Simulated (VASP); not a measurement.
# AlN (P6_3mc) in VASP: a series of runs, part 2 of 2

VASP 6.6.1.

## Step 3: Single point, PBE

Input file INCAR:

```
SYSTEM = AlN
ALGO = Normal ; EDIFF = 1E-6
ENCUT = 600 ; GGA = PE
GGA_COMPAT = .False. ; ISIF = 2
ISMEAR = -1 ; LASPH = .True.
LCHARG = .False. ; LREAL = .False.
LWAVE = .False. ; NBANDS = 16
NELM = 120 ; PREC = Accurate
SIGMA = 0.02
```

Input file KPOINTS:

```
k-points
0
Gamma
  12 12 6
  0 0 0
```

Input file POSCAR:

```
AlN
1.0
    3.1066937604      0.0000000000      0.0000000000
   -1.5533468802      2.6904757183      0.0000000000
    0.0000000000      0.0000000000      4.9785915490
Al N
2 2
Direct
    0.3333333333      0.6666666667     -0.0032954727
    0.6666666667      0.3333333333      0.4967045273
    0.3333333333      0.6666666667      0.3782954727
    0.6666666667      0.3333333333      0.8782954727
```

Potentials or basis: VASP PAW PBE potentials, release 64 (Al, N).

Command:

```sh
> cat potpaw_PBE.64/Al/POTCAR potpaw_PBE.64/N/POTCAR > POTCAR
> mpirun -np 1 vasp_std > vasp.out
```

OUTCAR:

```text
SYSTEM = AlN
   EDIFF = 1E-6
   ENCUT = 600
   GGA = PE
   ISIF = 2
   ISMEAR = -1
   LASPH = .True.
   LREAL = .False.
   NELM = 120
   PREC = Accurate

 ion  position               nearest neighbor table
   1  0.333  0.667  0.997-   4 1.89   4 1.89   4 1.89   3 1.90   2 3.07   2 3.07   2 3.07   2 3.07
                             2 3.07   2 3.07
   2  0.667  0.333  0.497-   3 1.89   3 1.89   3 1.89   4 1.90   1 3.07   1 3.07   1 3.07   1 3.07
                             1 3.07   1 3.07
   3  0.333  0.667  0.378-   2 1.89   2 1.89   2 1.89   1 1.90
   4  0.667  0.333  0.878-   1 1.89   1 1.89   1 1.89   2 1.90

  LATTYP: Found a hexagonal cell.
 ALAT       =     3.1066937604
 C/A-ratio  =     1.6025369518

  Lattice vectors:

 A1 = (   3.1066937604,   0.0000000000,   0.0000000000)
 A2 = (  -1.5533468802,   2.6904757183,   0.0000000000)
 A3 = (   0.0000000000,   0.0000000000,   4.9785915490)

Analysis of symmetry for initial positions (statically):
=====================================================================
 Subroutine PRICEL returns:
 Original cell was already a primitive cell.

 Routine SETGRP: Setting up the symmetry group for a
 hexagonal supercell.

 Subroutine GETGRP returns: Found 12 space group operations
 (whereof  6 operations were pure point group operations)
 out of a pool of 24 trial point group operations.

The static configuration has the point symmetry C_3v.
 The point group associated with its full space group is C_6v.

Analysis of symmetry for dynamics (positions and initial velocities):
=====================================================================
 Subroutine PRICEL returns:
 Original cell was already a primitive cell.

 Routine SETGRP: Setting up the symmetry group for a
 hexagonal supercell.

 Subroutine GETGRP returns: Found 12 space group operations
 (whereof  6 operations were pure point group operations)
 out of a pool of 24 trial point group operations.

The dynamic configuration has the point symmetry C_3v.
 The point group associated with its full space group is C_6v.
[... 125 lines left out ...]
  Fermi-wavevector in a.u.,A,eV,Ry     =   1.190429  2.249585 19.281103  1.417121
  Thomas-Fermi vector in A             =   2.326514
   LORBIT       =      0    0 simple, 1 ext, 2 COOP (PROOUT), +10 PAW based schemes
   GGA     = PE    functional components
   LHFCALC =     F    Hartree Fock is set to
   AEXX    =    0.0000 exact exchange contribution
   IVDW    =     0    specifies the selected vdW correction
   LEPSILON=     F    determine dielectric tensor
   LRPA    =     F    only Hartree local field effects (RPA)
 non-spin polarized calculation
  energy-cutoff  :      600.00
  volume of cell :       41.61
 maximum number of plane-waves:      1412
 NGX is ok and might be reduce to    28
   NGX = 13   NGY = 13   NGZ = 19

 number of electron      16.0000001 magnetization

 Free energy of the ion-electron system (eV)
  ---------------------------------------------------
  ext. energy  EPLUGINS =         0.00000000
  ---------------------------------------------------
  free energy    TOTEN  =       -29.77089538 eV

  energy without entropy =      -29.77089538  energy(sigma->0) =      -29.77089538

 E-fermi :   6.5781     XC(G=0): -10.9268

 val. band max:        6.1855074241   @ k =   0.0000   0.0000   0.0000
 cond. band min:      10.4292133043   @ k =   0.0000   0.0000   0.0000
 fundamental gap:      4.2437058803
 Fermi energy:         6.5781288294

 k-point     1 :       0.0000    0.0000    0.0000
  band No.  band energies     occupation
      1      -9.0219      2.00000
      2      -6.8673      2.00000
      3       0.1761      2.00000
      4       5.3262      2.00000
      5       5.3262      2.00000
      6       5.9751      2.00000
[... 433 lines left out ...]
      3       1.2681      2.00000
      4       2.2386      2.00000
      5       2.8439      2.00000
      6       4.4156      2.00000
[... 8 lines left out ...]
     15      18.6450      0.00000
     16      20.5323      0.00000

 [... further k-points ...]

------------------------ aborting loop because EDIFF is reached ----------------------------------------

  FORCE on cell =-STRESS in cart. coord.  units (eV):
  Direction    XX          YY          ZZ          XY          YZ          ZX
  --------------------------------------------------------------------------------------
  -------------------------------------------------------------------------------------
  Total        1.1235072      1.1235072      1.0843233      0.0000000      0.0000000      0.0000000
  in kB       43.2566041     43.2566041     41.7479675      0.0000000      0.0000000      0.0000000
  external PRESSURE =      42.7537253 kB  Pullay stress =       0.0000000 kB

 VOLUME and BASIS-vectors are now :
 -----------------------------------------------------------------------------
  energy-cutoff  :      600.00
  volume of cell :       41.61
      direct lattice vectors                 reciprocal lattice vectors
     3.106693760  0.000000000  0.000000000     0.321885605  0.185840741  0.000000000
    -1.553346880  2.690475718  0.000000000     0.000000000  0.371681481  0.000000000
     0.000000000  0.000000000  4.978591549     0.000000000  0.000000000  0.200860020

 POSITION                                       TOTAL-FORCE (eV/Angst)
 -----------------------------------------------------------------------------------
     -0.00000      1.79365      4.96218        -0.000000      0.000000     -0.009026
      1.55335      0.89683      2.47289         0.000000     -0.000000     -0.009026
     -0.00000      1.79365      1.88338         0.000000     -0.000000      0.009026
      1.55335      0.89683      4.37267        -0.000000      0.000000      0.009026
 -----------------------------------------------------------------------------------
    total drift:                               -0.000000      0.000000     -0.001072

  FREE ENERGIE OF THE ION-ELECTRON SYSTEM (eV)
  ---------------------------------------------------
  free  energy   TOTEN  =       -29.7708953798 eV

  energy  without entropy=      -29.7708953798  energy(sigma->0) =      -29.77089538
```

stdout:

```text
POSCAR found type information on POSCAR AlN
 POSCAR found :  2 types and       4 ions
 scaLAPACK will be used
 LDA part: xc-table for (Slater+PW92), standard interpolation
 POSCAR, INCAR and KPOINTS ok, starting setup
 FFT: planning ... GRIDC
 FFT: planning ... GRID_SOFT
 FFT: planning ... GRID
 WAVECAR not read
 entering main loop
```

Run time: 1.8 min. Hardware: 1 thread of Intel Xeon 8259CL, shared host; peak memory 0.2 GiB.

Results:

```
Free energy            : -29.7709 eV
Pressure               : 4.3 GPa
Largest force          : 0.009 eV/Å
Band gap on the k mesh : 4.24 eV
```

Forces in eV/Å, atoms in the order of the input:
```
Al   0.000  0.000 -0.009
Al   0.000  0.000 -0.009
N    0.000  0.000  0.009
N    0.000  0.000  0.009
```

Stress tensor (GPa, compression positive):
```
4.33 0.00 0.00
0.00 4.33 0.00
0.00 0.00 4.17
```

Caveat: the cell stands under pressure.

## Step 4: Single point, PBE

This run uses another cell than the first one, of 10.64 Å³/atom.

Input file INCAR:

```
PREC = Accurate ; ENCUT = 600
EDIFF = 1E-6 ; ISMEAR = -1
SIGMA = 0.02 ; LREAL = F
LASPH = T ; NELM = 120
ALGO = Normal ; ISIF = 2
LWAVE = F ; LCHARG = T
GGA = PE ; LELF = T
LVHAR = T ; NBANDS = 16
GGA_COMPAT = F
```

Input file KPOINTS:

```
Automatic mesh
0
Gamma
  12 12 6
```

Input file POSCAR:

```
AlN
1.0
    3.1301934365      0.0000000000      0.0000000000
   -1.5650967183      2.7108270348      0.0000000000
    0.0000000000      0.0000000000      5.0179194742
Al N
2 2
Direct
    0.3333333333      0.6666666667     -0.0032711567
    0.6666666667      0.3333333333      0.4967288433
    0.3333333333      0.6666666667      0.3782711567
    0.6666666667      0.3333333333      0.8782711567
```

Command:

```sh
> cat potpaw_PBE.64/Al/POTCAR potpaw_PBE.64/N/POTCAR > POTCAR
> mpirun -np 1 vasp_std > vasp.out
```

It took 98 s on 1 thread of Intel Xeon 8259CL, shared host; peak memory 0.2 GiB.

Results (log left out):

- Free energy: -29.7835 eV
- Pressure: -0.4 GPa
- Band gap on the k mesh: 4.04 eV

Levels at points of the mesh, in eV from the valence-band top:
```tsv
k point	band 4	band 5	band 6	band 7	band 8	band 9	band 10	band 11	band 12	band 13
(0.00, 0.00, 0.00)	-0.85	-0.85	-0.20	-0.20	0.00	4.04	6.51	10.46	11.03	11.03
(0.50, 0.00, 0.00)	-4.12	-3.29	-2.05	-1.74	-0.68	5.76	5.76	8.02	10.14	10.81
(0.00, 0.00, 0.50)	-3.30	-0.53	-0.53	-0.53	-0.53	6.31	6.31	10.17	10.17	11.34
(0.50, 0.00, 0.50)	-5.52	-1.44	-1.44	-1.35	-1.35	5.25	5.25	9.14	9.14	11.60
```

## Step 5: Overview

```tsv
cell	k mesh	smearing	gap on the mesh (eV)	pressure (GPa)	largest force (eV/Å)
a = 3.107, b = 3.107, c = 4.979 Å, angles 90.0, 90.0, 120.0°, 4 atoms	6 × 6 × 4	gaussian 0.01 eV	4.24	4.3	0.01
a = 3.107, b = 3.107, c = 4.979 Å, angles 90.0, 90.0, 120.0°, 4 atoms	12 × 12 × 6	fermi-dirac 0.02 eV	4.24	4.3	0.01
a = 3.130, b = 3.130, c = 5.018 Å, angles 90.0, 90.0, 120.0°, 4 atoms	12 × 12 × 6	fermi-dirac 0.02 eV	4.04	-0.4	-
```

Alike in all rows: task single point; level PBE; potentials or basis VASP PAW PBE potentials, release 64 (Al, N); no spin polarisation; cutoff (eV) 600.

Caveats: the cell stands under pressure (at least some runs).

Total energies depend on the potentials used, so only differences within one code and one set of settings carry meaning.
